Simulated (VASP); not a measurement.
# BAs (I-4m2) in VASP: a series of runs

The runs below take BAs through single point, with PBE.

Program: VASP 6.6.1. These are calculated values, not measurements. Logs are shortened: lines on timing, memory, paths and dates and some standing lists are left out, and cuts for length are marked.

## 1. The cell of the first run

It takes space group I-4m2 (No. 119, tetragonal). The conventional cell has a = 3.400 Å, b = 3.400 Å, c = 4.905 Å, α = 90.00°, β = 90.00°, γ = 90.00°. Within 2.8 Å of B (site symmetry -4m2) lie 4 As at 2.10 Å. Within 2.8 Å of As (site symmetry -4m2) lie 4 B at 2.10 Å.

## 2. Single point, PBE (strain +0.0200 x Voigt [0, 1, 0, 0, 0, 0])

INCAR

```
SYSTEM = BAs
PREC = Accurate ; ENCUT = 520
EDIFF = 1E-6 ; ISMEAR = 0
SIGMA = 0.05 ; LREAL = .False.
LASPH = .True. ; NELM = 100
ALGO = Normal ; ISIF = 2
LWAVE = .False. ; LCHARG = .True.
GGA = PE ; LELF = .True.
LVHAR = .True. ; NBANDS = 11
```

KPOINTS

```
regular mesh
0
Gamma
  10 10 10
  0 0 0
```

POSCAR

```
BAs
1.0
    0.0000000000      2.4524993843      2.4044111611
    2.4044111611      0.0000000000      2.4044111611
    2.4044111611      2.4524993843      0.0000000000
B As
1 1
Direct
    0.0000000000      0.0000000000      0.0000000000
    0.7500000000      0.7500000000      0.7500000000
```

Potentials or basis: VASP PAW PBE potentials, release 64 (B, As).

Launch:

```console
$ cat potpaw_PBE.64/B/POTCAR potpaw_PBE.64/As/POTCAR > POTCAR
$ mpirun -np 1 vasp_std > vasp.out
```

OUTCAR:

```text
SYSTEM = BAs
   PREC = Accurate
   ENCUT = 520
   EDIFF = 1E-6
   ISMEAR = 0
   LREAL = .False.
   LASPH = .True.
   NELM = 100
   ISIF = 2
   GGA = PE

 ion  position               nearest neighbor table
   1  0.000  0.000  0.000-   2 2.10   2 2.10   2 2.10   2 2.10
   2  0.750  0.750  0.750-   1 2.10   1 2.10   1 2.10   1 2.10

  LATTYP: Found a body centered tetragonal cell.
 ALAT       =     3.4003508735
 C/A-ratio  =     1.4424978336

  Lattice vectors:

 A1 = (   0.0000000000,  -2.4524993843,   2.4044111611)
 A2 = (   0.0000000000,  -2.4524993843,  -2.4044111611)
 A3 = (   2.4044111611,   2.4524993843,   0.0000000000)

Analysis of symmetry for initial positions (statically):
=====================================================================
 Subroutine PRICEL returns:
 Original cell was already a primitive cell.

 Routine SETGRP: Setting up the symmetry group for a
 body centered tetragonal supercell.

 Subroutine GETGRP returns: Found  8 space group operations
 (whereof  8 operations were pure point group operations)
 out of a pool of 16 trial point group operations.

The static configuration has the point symmetry D_2d.

Analysis of symmetry for dynamics (positions and initial velocities):
=====================================================================
 Subroutine PRICEL returns:
 Original cell was already a primitive cell.

 Routine SETGRP: Setting up the symmetry group for a
 body centered tetragonal supercell.

 Subroutine GETGRP returns: Found  8 space group operations
 (whereof  8 operations were pure point group operations)
 out of a pool of 16 trial point group operations.

The dynamic configuration has the point symmetry D_2d.

 Subroutine INISYM returns: Found  8 space group operations
 (whereof  8 operations are pure point group operations),
 and found     1 'primitive' translations

----------------------------------------------------------------------------------------

                                     Primitive cell

  volume of cell :      28.3567

  direct lattice vectors                    reciprocal lattice vectors
     0.000000000  2.452499384  2.404411161    -0.207951123  0.203873650  0.207951123
     2.404411161  0.000000000  2.404411161     0.207951123 -0.203873650  0.207951123
     2.404411161  2.452499384  0.000000000     0.207951123  0.203873650 -0.207951123

  length of vectors
     3.434522712  3.400350874  3.434522712     0.357843267  0.357843267  0.357843267

  position of ions in fractional coordinates (direct lattice)
     0.000000000  0.000000000  0.000000000
     0.750000000  0.750000000  0.750000000

  ion indices of the primitive-cell ions
   primitive index   ion index
                 1           1
                 2           2

----------------------------------------------------------------------------------------

 KPOINTS: regular mesh

Automatic generation of k-mesh.
 Grid dimensions read from file:
 generate k-points for:   10   10   10

 Generating k-lattice:

  Cartesian coordinates                     Fractional coordinates (reciprocal lattice)
    -0.020795112  0.020387365  0.020795112     0.100000000  0.000000000  0.000000000
     0.020795112 -0.020387365  0.020795112    -0.000000000  0.100000000 -0.000000000
     0.020795112  0.020387365 -0.020795112     0.000000000  0.000000000  0.100000000

  Length of vectors
     0.035784327  0.035784327  0.035784327

  Shift w.r.t. Gamma in fractional coordinates (k-lattice)
     0.000000000  0.000000000  0.000000000

 Subroutine IBZKPT returns following result:
 ===========================================

 Found    102 irreducible k-points:

 Following reciprocal coordinates:
            Coordinates               Weight
  0.000000  0.000000  0.000000      1.000000
  0.100000  0.000000  0.000000      8.000000
  0.200000  0.000000  0.000000      8.000000
  0.300000  0.000000  0.000000      8.000000
  0.400000  0.000000  0.000000      8.000000
  0.500000  0.000000 -0.000000      4.000000
[... 16 lines left out ...]
  0.300000  0.300000  0.000000      4.000000
  0.400000  0.300000 -0.000000     16.000000
 [... further k-points ...]
   k-points           NKPTS =    102   k-points in BZ     NKDIM =    102   number of bands    NBANDS=     11
   number of dos      NEDOS =    301   number of ions     NIONS =      2
   total plane-waves  NPLWV =  21952
   dimension x,y,z NGX =    28 NGY =   28 NGZ =   28
   dimension x,y,z NGXF=    56 NGYF=   56 NGZF=   56
   ions per type =               1   1
   NGX,Y,Z   is equivalent  to a cutoff of  13.55, 13.69, 13.55 a.u.
   NGXF,Y,Z  is equivalent  to a cutoff of  27.11, 27.38, 27.11 a.u.
 SYSTEM =  BAs
   PREC   = accura    normal or accurate (medium, high low for compatibility)
   ISTART =      0    job   : 0-new  1-cont  2-samecut
   ICHARG =      2    charge: 1-file 2-atom 10-const
   ISPIN  =      1    spin polarized calculation?
   LNONCOLLINEAR =      F non collinear calculations
   LSORBIT =      F    spin-orbit coupling
   LASPH  =      T    aspherical Exc in radial PAW
   ENCUT  =  520.0 eV  38.22 Ry    6.18 a.u.   6.39  6.32  6.39*2*pi/ulx,y,z
   NELM   =    100;   NELMIN=  2; NELMDL= -5     # of ELM steps
   EDIFF  = 0.1E-05   stopping-criterion for ELM
   LREAL  =      F    real-space projection
   EDIFFG = 0.1E-04   stopping-criterion for IOM
   NSW    =      0    number of steps for IOM
   IBRION =     -1    ionic relax: 0-MD 1-quasi-New 2-CG
   NFREE  =      0    steps in history (QN), initial steepest desc. (CG)
   ISIF   =      2    stress and relaxation
   ISYM   =      2    0-nonsym 1-usesym 2-fastsym
   POTIM  = 0.5000    time-step for ionic-motion
   TEBEG  =    0.0;   TEEND  =   0.0 temperature during run
   PSTRESS=    0.0 pullay stress
   NELECT =       8.0000    total number of electrons
   NUPDOWN=      -1.0000    fix difference up-down
   EMIN   =  10.00;   EMAX   =-10.00  energy-range for DOS
   EFERMI =   0.00;   METHOD = LEGACY
   ISMEAR =     0;   SIGMA  =   0.05  broadening in eV -4-tet -1-fermi 0-gaus
   EFERMI_NEDOS =   21; number of points for ismear=-14 and -15
   IALGO  =     38    algorithm
   IMIX   =      4    mixing-type and parameters
     AMIX     =   0.40;   BMIX     =  1.00
     AMIX_MAG =   1.60;   BMIX_MAG =  1.00
  volume/ion in A,a.u.               =      14.18        95.68
  Fermi-wavevector in a.u.,A,eV,Ry     =   1.073708  2.029013 15.685450  1.152848
  Thomas-Fermi vector in A             =   2.209515
   LORBIT       =      0    0 simple, 1 ext, 2 COOP (PROOUT), +10 PAW based schemes
   GGA     = PE    functional components
   LHFCALC =     F    Hartree Fock is set to
   AEXX    =    0.0000 exact exchange contribution
   IVDW    =     0    specifies the selected vdW correction
   LEPSILON=     F    determine dielectric tensor
   LRPA    =     F    only Hartree local field effects (RPA)
 non-spin polarized calculation
 Gauss-broadening in eV      SIGMA  =   0.05
  energy-cutoff  :      520.00
  volume of cell :       28.36
 maximum number of plane-waves:       777
 NGX is ok and might be reduce to    28
   NGX = 13   NGY = 13   NGZ = 13

 number of electron       7.9999999 magnetization

 Free energy of the ion-electron system (eV)
  ---------------------------------------------------
  ext. energy  EPLUGINS =         0.00000000
  ---------------------------------------------------
  free energy    TOTEN  =       -11.40650501 eV

  energy without entropy =      -11.40650501  energy(sigma->0) =      -11.40650501

 E-fermi :   5.9780     XC(G=0): -10.4134

 val. band max:        5.7593954642   @ k =   0.0000   0.0000   0.0000
 cond. band min:       6.8292523334   @ k =   0.4000   0.4000   0.0000
 fundamental gap:      1.0698568692
 Fermi energy:         5.9780057980

 k-point     1 :       0.0000    0.0000    0.0000
  band No.  band energies     occupation
      1      -9.3493      2.00000
      2       5.5678      2.00000
      3       5.7594      2.00000
      4       5.7594      2.00000
      5       8.8834      0.00000
      6       8.8834      0.00000
      7       9.0099      0.00000
      8       9.8781      0.00000
      9      15.0916      0.00000
     10      18.2061      0.00000
     11      18.7524      0.00000

 k-point     2 :       0.1000    0.0000    0.0000
  band No.  band energies     occupation
      1      -9.1911      2.00000
      2       4.3173      2.00000
      3       5.3438      2.00000
      4       5.4763      2.00000
      5       8.9624      0.00000
      6       9.2692      0.00000
      7       9.3563      0.00000
      8      10.8510      0.00000
      9      15.7084      0.00000
     10      17.2478      0.00000
     11      17.6686      0.00000

 k-point     3 :       0.2000    0.0000    0.0000
  band No.  band energies     occupation
      1      -8.7250      2.00000
      2       2.0204      2.00000
      3       4.7742      2.00000
      4       4.9378      2.00000
      5       8.6947      0.00000
      6       9.9886      0.00000
      7      10.0189      0.00000
      8      12.5540      0.00000
      9      16.5400      0.00000
     10      16.8095      0.00000
     11      16.8891      0.00000

 k-point     4 :       0.3000    0.0000    0.0000
  band No.  band energies     occupation
      1      -7.9890      2.00000
      2      -0.1951      2.00000
      3       4.2671      2.00000
      4       4.4631      2.00000
      5       8.4007      0.00000
      6      10.3867      0.00000
      7      10.4433      0.00000
      8      13.9160      0.00000
      9      16.7576      0.00000
     10      17.2018      0.00000
     11      17.2317      0.00000
[... 239 lines left out ...]
 k-point    22 :      -0.2000    0.2000   -0.0000
  band No.  band energies     occupation
      1      -7.7442      2.00000
      2       0.3485      2.00000
      3       1.8332      2.00000
      4       4.3908      2.00000
      5       9.4040      0.00000
      6      10.6940      0.00000
      7      11.6329      0.00000
      8      12.5193      0.00000
      9      15.4977      0.00000
     10      18.0328      0.00000
     11      19.4428      0.00000

 k-point    23 :       0.3000    0.3000    0.0000
  band No.  band energies     occupation
      1      -7.4845      2.00000
      2       0.5996      2.00000
      3       2.5615      2.00000
      4       2.6160      2.00000
      5       7.0405      0.00000
      6       9.3044      0.00000
      7      13.6854      0.00000
      8      14.1173      0.00000
      9      16.4046      0.00000
     10      20.2803      0.00000
     11      20.5678      0.00000

 k-point    24 :       0.4000    0.3000   -0.0000
  band No.  band energies     occupation
      1      -6.7840      2.00000
      2      -0.6119      2.00000
      3       1.8548      2.00000
      4       2.2992      2.00000
      5       7.3315      0.00000
      6       9.0229      0.00000
      7      14.1275      0.00000
      8      14.6298      0.00000
      9      17.4544      0.00000
     10      20.9793      0.00000
     11      21.3315      0.00000

 [... further k-points ...]
[... 5 lines left out ...]
  --------------------------------------------------------------------------------------
  -------------------------------------------------------------------------------------
  Total       -0.1020823     -0.8192659     -0.1020823      0.0000000      0.0000000      0.0000000
  in kB       -5.7677288    -46.2891356     -5.7677288      0.0000000      0.0000000      0.0000000
  external PRESSURE =     -19.2748644 kB  Pullay stress =       0.0000000 kB

 VOLUME and BASIS-vectors are now :
 -----------------------------------------------------------------------------
  energy-cutoff  :      520.00
  volume of cell :       28.36
      direct lattice vectors                 reciprocal lattice vectors
     0.000000000  2.452499384  2.404411161    -0.207951123  0.203873650  0.207951123
     2.404411161  0.000000000  2.404411161     0.207951123 -0.203873650  0.207951123
     2.404411161  2.452499384  0.000000000     0.207951123  0.203873650 -0.207951123

 POSITION                                       TOTAL-FORCE (eV/Angst)
 -----------------------------------------------------------------------------------
      0.00000      0.00000      0.00000         0.000000     -0.000000      0.000000
      3.60662      3.67875      3.60662        -0.000000      0.000000     -0.000000
 -----------------------------------------------------------------------------------
    total drift:                                0.000000      0.000000      0.000000

  FREE ENERGIE OF THE ION-ELECTRON SYSTEM (eV)
  ---------------------------------------------------
  free  energy   TOTEN  =       -11.4065050064 eV

  energy  without entropy=      -11.4065050064  energy(sigma->0) =      -11.40650501
```

It took 17 s on 1 thread of Intel Xeon Platinum 8559C (Emerald Rapids), shared host; peak memory 0.18 GiB.

What came out:

```yaml
Free_energy: -11.4065 eV
Pressure: -1.9 GPa
Band_gap_on_the_k_mesh: 1.07 eV, indirect (least direct gap 3.12 eV)
```

Caveat: the cell differs from its parent crystal (strain +0.0200 x Voigt [0, 1, 0, 0, 0, 0]).

## 3. Single point, PBE (strain +0.0400 x Voigt [0, 1, 0, 0, 0, 0])

INCAR

```
SYSTEM = BAs
ALGO = Normal
EDIFF = 1E-6
ENCUT = 520
GGA = PE
ISIF = 2
ISMEAR = 0
LASPH = .True.
LCHARG = .True.
LELF = .True.
LREAL = .False.
LVHAR = .True.
LWAVE = .False.
NBANDS = 11
NELM = 80
PREC = Accurate
SIGMA = 0.05
```

KPOINTS

```
k-points
0
Gamma
  10 10 10
  0 0 0
```

POSCAR

```
BAs
1.0
    0.0000000000      2.5005876075      2.4044111611
    2.4044111611      0.0000000000      2.4044111611
    2.4044111611      2.5005876075      0.0000000000
B As
1 1
Direct
    0.0000000000      0.0000000000      0.0000000000
    0.7500000000      0.7500000000      0.7500000000
```

Potentials or basis: VASP PAW PBE potentials, release 64 (B, As).

Launch:

```console
$ cat potpaw_PBE.64/B/POTCAR potpaw_PBE.64/As/POTCAR > POTCAR
$ mpirun -np 1 vasp_std > vasp.out
```

Run time: 19 s. Hardware: 1 thread of Intel Xeon Platinum 8559C (Emerald Rapids), shared host; peak memory 0.18 GiB.

Results (log left out):

| Item | Value |
| --- | --- |
| Free energy | -11.3818 eV |
| Pressure | -4.2 GPa |
| Band gap on the k mesh | 0.95 eV, indirect (least direct gap 3.00 eV) |

Stress tensor (GPa, compression positive):
```
-1.54  0.00  0.00
 0.00 -9.62  0.00
 0.00  0.00 -1.54
```

Levels at points of the mesh, in eV from the valence-band top:
```
           k point  band 1  band 2  band 3  band 4  band 5  band 6  band 7  band 8
(0.00, 0.00, 0.00)  -15.00   -0.38    0.00    0.00    3.00    3.00    3.25    3.80
(0.50, 0.00, 0.00)  -12.34   -8.49   -2.07   -1.62    2.15    4.52    4.73    8.62
(0.50, 0.50, 0.00)  -11.02   -8.23   -4.11   -4.04    1.22    1.23   10.39   10.89
(0.50, 0.00, 0.50)  -11.31   -8.53   -3.73   -3.73    1.66    1.68   10.64   10.64
```

Caveat: the cell differs from its parent crystal (strain +0.0400 x Voigt [0, 1, 0, 0, 0, 0]). A k mesh can miss the band edges.

## 4. Single point, PBE (strain +0.0350 x Voigt [0, 1, 0, 0, 0, 0])

INCAR

```
SYSTEM = BAs
ALGO = Normal
EDIFF = 1E-6
ENCUT = 520
GGA = PE
ISIF = 2
ISMEAR = 0
LASPH = .TRUE.
LCHARG = .FALSE.
LREAL = .FALSE.
LWAVE = .FALSE.
NBANDS = 11
NELM = 60
PREC = Accurate
SIGMA = 0.05
```

KPOINTS

```
k-points
0
G
  10 10 10
  0 0 0
```

POSCAR

```
BAs
1.0
    0.0000000000      2.4885655517      2.4044111611
    2.4044111611      0.0000000000      2.4044111611
    2.4044111611      2.4885655517      0.0000000000
B As
1 1
Direct
    0.0000000000      0.0000000000      0.0000000000
    0.7500000000      0.7500000000      0.7500000000
```

Launch:

```console
$ cat potpaw_PBE.64/B/POTCAR potpaw_PBE.64/As/POTCAR > POTCAR
$ mpirun -np 1 vasp_std > vasp.out
```

Run time: 17 s. Hardware: 1 thread of Intel Xeon Platinum 8559C (Emerald Rapids), shared host; peak memory 0.17 GiB.

It converged, with:

```
Free energy            : -11.3896 eV
Pressure               : -3.7 GPa
Band gap on the k mesh : 0.98 eV, indirect (least direct gap 3.03 eV)
```

Stress tensor (GPa, compression positive):
```
-1.32  0.00  0.00
 0.00 -8.40  0.00
 0.00  0.00 -1.32
```

Levels at points of the mesh, in eV from the valence-band top:
```csv
k point,band 2,band 3,band 4,band 5,band 6,band 7
"(0.00, 0.00, 0.00)",-0.34,0.00,0.00,3.03,3.03,3.25
"(0.50, 0.00, 0.00)",-8.51,-2.04,-1.64,2.21,4.54,4.73
"(0.50, 0.50, 0.00)",-8.26,-4.10,-4.04,1.24,1.26,10.49
"(0.50, 0.00, 0.50)",-8.52,-3.76,-3.76,1.64,1.65,10.71
```

Caveat: the cell differs from its parent crystal (strain +0.0350 x Voigt [0, 1, 0, 0, 0, 0]). A k mesh can miss the band edges.

(Part 1 of 2 ends here.)
